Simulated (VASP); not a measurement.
# InSb (I-4m2) in VASP: further runs, part 2 of 2

VASP 6.6.1.

### Step 3. Single point, r2SCAN (strain +0.080 along x and y, +0.040 along z)

The input, POSCAR:

```
InSb
1.0
    0.0000000000      3.4982280000      3.3686640000
    3.4982280000      0.0000000000      3.3686640000
    3.4982280000      3.4982280000      0.0000000000
In Sb
1 1
Direct
    0.0000000000      0.0000000000      0.0000000000
    0.7500000000      0.7500000000      0.7500000000
```

The input, INCAR.step1:

```
SYSTEM = InSb
PREC = Accurate
ENCUT = 520
ISMEAR = 0
SIGMA = 0.03
LREAL = .False.
LASPH = .True.
NELM = 80
NBANDS = 16
GGA = PE
ALGO = Normal
EDIFF = 1E-4
LWAVE = .True.
LCHARG = .False.
```

The input, INCAR.step2:

```
SYSTEM = InSb
PREC = Accurate
ENCUT = 520
EDIFF = 1E-7
ISMEAR = 0
SIGMA = 0.03
LREAL = .False.
LASPH = .True.
NELM = 80
ALGO = Normal
ISIF = 2
LWAVE = .False.
LCHARG = .False.
METAGGA = R2SCAN
LMIXTAU = .True.
NBANDS = 16
ISTART = 1
```

The input, KPOINTS:

```
regular mesh
0
Gamma
  10 10 10
  0 0 0
```

Potentials or basis: VASP PAW PBE potentials, release 64 (In_d, Sb).

Started as:

```console
cat potpaw_PBE.64/In_d/POTCAR potpaw_PBE.64/Sb/POTCAR > POTCAR
cp INCAR.step1 INCAR
mpirun -np 1 vasp_std > vasp.out
cp INCAR.step2 INCAR
mpirun -np 1 vasp_std > vasp.out
```

OUTCAR:

```text
SYSTEM = InSb
   PREC = Accurate
   ENCUT = 520
   EDIFF = 1E-7
   ISMEAR = 0
   LREAL = .False.
   LASPH = .True.
   NELM = 80
   ISIF = 2
   METAGGA = R2SCAN
   ISTART = 1

 ion  position               nearest neighbor table
   1  0.000  0.000  0.000-   2 2.99   2 2.99   2 2.99   2 2.99
   2  0.750  0.750  0.750-   1 2.99   1 2.99   1 2.99   1 2.99

  LATTYP: Found a body centered tetragonal cell.
 ALAT       =     4.9472414819
 C/A-ratio  =     1.3618352823

  Lattice vectors:

 A1 = (   0.0000000000,  -3.4982280000,  -3.3686640000)
 A2 = (   0.0000000000,   3.4982280000,  -3.3686640000)
 A3 = (   3.4982280000,   0.0000000000,   3.3686640000)

Analysis of symmetry for initial positions (statically):
=====================================================================
 Subroutine PRICEL returns:
 Original cell was already a primitive cell.

 Routine SETGRP: Setting up the symmetry group for a
 body centered tetragonal supercell.

 Subroutine GETGRP returns: Found  8 space group operations
 (whereof  8 operations were pure point group operations)
 out of a pool of 16 trial point group operations.

The static configuration has the point symmetry D_2d.

Analysis of symmetry for dynamics (positions and initial velocities):
=====================================================================
 Subroutine PRICEL returns:
 Original cell was already a primitive cell.

 Routine SETGRP: Setting up the symmetry group for a
 body centered tetragonal supercell.

 Subroutine GETGRP returns: Found  8 space group operations
 (whereof  8 operations were pure point group operations)
 out of a pool of 16 trial point group operations.

The dynamic configuration has the point symmetry D_2d.

 Subroutine INISYM returns: Found  8 space group operations
 (whereof  8 operations are pure point group operations),
 and found     1 'primitive' translations

----------------------------------------------------------------------------------------

                                     Primitive cell

  volume of cell :      82.4487

  direct lattice vectors                    reciprocal lattice vectors
     0.000000000  3.498228000  3.368664000    -0.142929506  0.142929506  0.148426795
     3.498228000  0.000000000  3.368664000     0.142929506 -0.142929506  0.148426795
     3.498228000  3.498228000  0.000000000     0.142929506  0.142929506 -0.148426795

  length of vectors
     4.856490120  4.856490120  4.947241482     0.250775200  0.250775200  0.250775200

  position of ions in fractional coordinates (direct lattice)
     0.000000000  0.000000000  0.000000000
     0.750000000  0.750000000  0.750000000

  ion indices of the primitive-cell ions
   primitive index   ion index
                 1           1
                 2           2

----------------------------------------------------------------------------------------

 KPOINTS: regular mesh

Automatic generation of k-mesh.
 Grid dimensions read from file:
 generate k-points for:   10   10   10

 Generating k-lattice:

  Cartesian coordinates                     Fractional coordinates (reciprocal lattice)
    -0.014292951  0.014292951  0.014842679     0.100000000 -0.000000000  0.000000000
     0.014292951 -0.014292951  0.014842679    -0.000000000  0.100000000  0.000000000
     0.014292951  0.014292951 -0.014842679     0.000000000  0.000000000  0.100000000

  Length of vectors
     0.025077520  0.025077520  0.025077520

  Shift w.r.t. Gamma in fractional coordinates (k-lattice)
     0.000000000  0.000000000  0.000000000

 Subroutine IBZKPT returns following result:
 ===========================================

 Found    102 irreducible k-points:

 Following reciprocal coordinates:
            Coordinates               Weight
  0.000000  0.000000  0.000000      1.000000
  0.100000  0.000000  0.000000      8.000000
  0.200000  0.000000  0.000000      8.000000
  0.300000  0.000000  0.000000      8.000000
  0.400000  0.000000  0.000000      8.000000
  0.500000  0.000000  0.000000      4.000000
[... 16 lines left out ...]
  0.300000  0.300000  0.000000      2.000000
  0.400000  0.300000  0.000000      8.000000
 [... further k-points ...]
   k-points           NKPTS =    102   k-points in BZ     NKDIM =    102   number of bands    NBANDS=     16
   number of dos      NEDOS =    301   number of ions     NIONS =      2
   total plane-waves  NPLWV =  51840
   dimension x,y,z NGX =    36 NGY =   36 NGZ =   40
   dimension x,y,z NGXF=    72 NGYF=   72 NGZF=   80
   ions per type =               1   1
   NGX,Y,Z   is equivalent  to a cutoff of  12.32, 12.32, 13.44 a.u.
   NGXF,Y,Z  is equivalent  to a cutoff of  24.65, 24.65, 26.88 a.u.
 SYSTEM =  InSb
   PREC   = accura    normal or accurate (medium, high low for compatibility)
   ISTART =      1    job   : 0-new  1-cont  2-samecut
   ICHARG =      0    charge: 1-file 2-atom 10-const
   ISPIN  =      1    spin polarized calculation?
   LNONCOLLINEAR =      F non collinear calculations
   LSORBIT =      F    spin-orbit coupling
   LASPH  =      T    aspherical Exc in radial PAW
   ENCUT  =  520.0 eV  38.22 Ry    6.18 a.u.   9.03  9.03  9.20*2*pi/ulx,y,z
   NELM   =     80;   NELMIN=  2; NELMDL=  0     # of ELM steps
   EDIFF  = 0.1E-06   stopping-criterion for ELM
   LREAL  =      F    real-space projection
   EDIFFG = 0.1E-05   stopping-criterion for IOM
   NSW    =      0    number of steps for IOM
   IBRION =     -1    ionic relax: 0-MD 1-quasi-New 2-CG
   NFREE  =      0    steps in history (QN), initial steepest desc. (CG)
   ISIF   =      2    stress and relaxation
   ISYM   =      2    0-nonsym 1-usesym 2-fastsym
   POTIM  = 0.5000    time-step for ionic-motion
   TEBEG  =    0.0;   TEEND  =   0.0 temperature during run
   PSTRESS=    0.0 pullay stress
   NELECT =      18.0000    total number of electrons
   NUPDOWN=      -1.0000    fix difference up-down
   EMIN   =  10.00;   EMAX   =-10.00  energy-range for DOS
   EFERMI =   0.00;   METHOD = LEGACY
   ISMEAR =     0;   SIGMA  =   0.03  broadening in eV -4-tet -1-fermi 0-gaus
   EFERMI_NEDOS =   21; number of points for ismear=-14 and -15
   IALGO  =     38    algorithm
   IMIX   =      4    mixing-type and parameters
     AMIX     =   0.40;   BMIX     =  1.00
     AMIX_MAG =   1.60;   BMIX_MAG =  1.00
  volume/ion in A,a.u.               =      41.22       278.20
  Fermi-wavevector in a.u.,A,eV,Ry     =   0.985760  1.862816 13.221081  0.971722
  Thomas-Fermi vector in A             =   2.117090
   LORBIT       =      0    0 simple, 1 ext, 2 COOP (PROOUT), +10 PAW based schemes
   METAGGA = R2SCAN    functional components
   LHFCALC =     F    Hartree Fock is set to
   AEXX    =    0.0000 exact exchange contribution
   IVDW    =     0    specifies the selected vdW correction
   LEPSILON=     F    determine dielectric tensor
   LRPA    =     F    only Hartree local field effects (RPA)
 non-spin polarized calculation
 Gauss-broadening in eV      SIGMA  =   0.03
  energy-cutoff  :      520.00
  volume of cell :       82.45
 maximum number of plane-waves:      2248
   NGX = 19   NGY = 19   NGZ = 19

 number of electron      18.0000002 magnetization

 Free energy of the ion-electron system (eV)
  ---------------------------------------------------
  ext. energy  EPLUGINS =         0.00000000
  ---------------------------------------------------
  free energy    TOTEN  =       -48.55884231 eV

  energy without entropy =      -48.55884212  energy(sigma->0) =      -48.55884222

 E-fermi :   3.1128     XC(G=0):  -8.4069

 val. band max:        3.0318306424   @ k =   0.1000   0.0000   0.0000
 cond. band min:       3.1816112875   @ k =   0.0000   0.0000   0.0000
 fundamental gap:      0.1497806450
 Fermi energy:         3.1127658480

 k-point     1 :       0.0000    0.0000    0.0000
  band No.  band energies     occupation
      1     -11.7311      2.00000
      2     -11.7311      2.00000
      3     -11.7229      2.00000
      4     -11.6789      2.00000
      5     -11.6692      2.00000
      6      -6.9376      2.00000
[... 8 lines left out ...]
     15      11.1656      0.00000
     16      11.6150      0.00000
[... 419 lines left out ...]
 k-point    24 :       0.4000    0.3000    0.0000
  band No.  band energies     occupation
      1     -11.7570      2.00000
      2     -11.7131      2.00000
      3     -11.7131      2.00000
      4     -11.6858      2.00000
      5     -11.6645      2.00000
      6      -5.8760      2.00000
[... 8 lines left out ...]
     15      12.6082      0.00000
     16      12.8890      0.00000

 [... further k-points ...]
[... 5 lines left out ...]
  --------------------------------------------------------------------------------------
  -------------------------------------------------------------------------------------
  Total       -2.5913433     -2.5913433     -2.0659993      0.0000000      0.0000000      0.0000000
  in kB      -50.3560457    -50.3560457    -40.1473456      0.0000000      0.0000000      0.0000000
  external PRESSURE =     -46.9531456 kB  Pullay stress =       0.0000000 kB

 VOLUME and BASIS-vectors are now :
 -----------------------------------------------------------------------------
  energy-cutoff  :      520.00
  volume of cell :       82.45
      direct lattice vectors                 reciprocal lattice vectors
     0.000000000  3.498228000  3.368664000    -0.142929506  0.142929506  0.148426795
     3.498228000  0.000000000  3.368664000     0.142929506 -0.142929506  0.148426795
     3.498228000  3.498228000  0.000000000     0.142929506  0.142929506 -0.148426795

 POSITION                                       TOTAL-FORCE (eV/Angst)
 -----------------------------------------------------------------------------------
      0.00000      0.00000      0.00000         0.000000      0.000000     -0.000000
      5.24734      5.24734      5.05300        -0.000000     -0.000000      0.000000
 -----------------------------------------------------------------------------------
    total drift:                                0.000006      0.000006     -0.000027

  FREE ENERGIE OF THE ION-ELECTRON SYSTEM (eV)
  ---------------------------------------------------
  free  energy   TOTEN  =       -48.5588423110 eV

  energy  without entropy=      -48.5588421223  energy(sigma->0) =      -48.55884222
```

OUTCAR.step1:

```text
SYSTEM = InSb
   PREC = Accurate
   ENCUT = 520
   ISMEAR = 0
   LREAL = .False.
   LASPH = .True.
[... 678 lines left out ...]
      0.00000      0.00000      0.00000        -0.000000     -0.000000      0.000000
      5.24734      5.24734      5.05300         0.000000      0.000000      0.000000
 -----------------------------------------------------------------------------------
    total drift:                                0.000002      0.000002     -0.000001

  FREE ENERGIE OF THE ION-ELECTRON SYSTEM (eV)
  ---------------------------------------------------
  free  energy   TOTEN  =        -6.8367531635 eV

  energy  without entropy=       -6.8367528948  energy(sigma->0) =       -6.83675303
```

OSZICAR.step1:

```text
N       E                     dE             d eps       ncg     rms          rms(c)
DAV:   1     0.111537095815E+03    0.11154E+03   -0.77327E+03  3264   0.106E+03
DAV:   2     0.395993843301E+00   -0.11114E+03   -0.10751E+03  3656   0.268E+02
DAV:   3    -0.670664891905E+01   -0.71026E+01   -0.70783E+01  4264   0.713E+01
DAV:   4    -0.690571188417E+01   -0.19906E+00   -0.19903E+00  4104   0.143E+01
DAV:   5    -0.691679410749E+01   -0.11082E-01   -0.11082E-01  5048   0.268E+00    0.305E+00
DAV:   6    -0.683929196851E+01    0.77502E-01   -0.14739E-01  4848   0.497E+00    0.177E+00
DAV:   7    -0.683444250833E+01    0.48495E-02   -0.47356E-02  4232   0.175E+00    0.535E-01
DAV:   8    -0.683600233819E+01   -0.15598E-02   -0.59540E-03  4224   0.780E-01    0.151E-01
DAV:   9    -0.683668130309E+01   -0.67896E-03   -0.83737E-04  4192   0.242E-01    0.589E-02
DAV:  10    -0.683675316351E+01   -0.71860E-04   -0.45934E-05  3432   0.451E-02
   1 F= -.68367532E+01 E0= -.68367530E+01  d E =-.268676E-06
```

Run time: 10 min. Hardware: 1 thread of Intel Xeon 8259CL, shared host; peak memory 0.33 GiB.

What came out:

```
Free energy            : -48.5588 eV
Pressure               : -4.7 GPa
Band gap on the k mesh : 0.15 eV (least direct gap 0.16 eV)
```

Stress tensor (GPa, compression positive):
```
-5.04  0.00  0.00
 0.00 -5.04  0.00
 0.00  0.00 -4.01
```

Levels at points of the mesh, in eV from the valence-band top:
| k point | band 7 | band 8 | band 9 | band 10 | band 11 | band 12 |
| --- | --- | --- | --- | --- | --- | --- |
| (0.00, 0.00, 0.00) | -0.84 | -0.01 | -0.01 | 0.15 | 3.20 | 3.29 |
| (0.50, 0.00, 0.00) | -4.92 | -0.83 | -0.63 | 0.52 | 4.01 | 4.16 |
| (0.50, 0.50, 0.00) | -5.18 | -1.83 | -1.83 | 1.44 | 1.79 | 7.64 |
| (0.50, 0.00, 0.50) | -5.31 | -1.68 | -1.66 | 1.69 | 1.94 | 7.50 |

Caveat: the cell differs from its parent crystal (strain +0.080 along x and y, +0.040 along z); the cell stands under tension; semilocal functionals underestimate gaps, and a narrow one can read as zero; the PAW data sets were made with another functional, which shifts forces and pressure a little; spin-orbit coupling is left out, which moves the levels of the heavy elements. A k mesh can miss the band edges.
